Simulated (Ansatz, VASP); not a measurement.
## Two plane-wave programs on AlRu4

```
CELL_PARAMETERS angstrom
-3.03474 3.03474 1.89289
3.03474 -3.03474 1.89289
3.03474 3.03474 -1.89289
ATOMIC_POSITIONS crystal
Al 0.00000 0.00000 0.00000
Ru 0.60056 0.19401 0.79457
Ru 0.39944 0.80599 0.20543
Ru 0.80599 0.60056 0.40654
Ru 0.19401 0.39944 0.59346
```

Alike in both runs: functional PBE; k mesh 5 × 5 × 5; occupations gaussian, width 0.2 eV; no spin polarisation.

Ansatz relaxed the structure, and its values are those at the end. VASP's run is a single point on that final structure, the one shown.

|  | VASP | Ansatz |
| --- | --- | --- |
| version | VASP 6.6.1 | Ansatz 0.2.0 |
| potentials or method | VASP PAW PBE potentials, release 64 (Al, Ru_pv), cutoff 520 eV | scalar-relativistic, plane waves, PAW |
| valence electrons in the cell | 59 | 67 |

|  | VASP | Ansatz | Ansatz less VASP |
| --- | --- | --- | --- |
| gap on the k mesh at the Fermi level (eV) | none | none | - |
| pressure (GPa) | -0.1 | 0.0 | +0.07 |
| rms of the force components (eV/Å) | 0.013 | 0.012 | -0.0017 |

A gap of «none» marks a metal or a gap that the smearing closes. VASP's potentials hold 59 valence electrons a cell and Ansatz's 67, so a difference there can come from the potentials and not from the codes.

The k mesh is coarse, so the values compare programs but aren't converged.
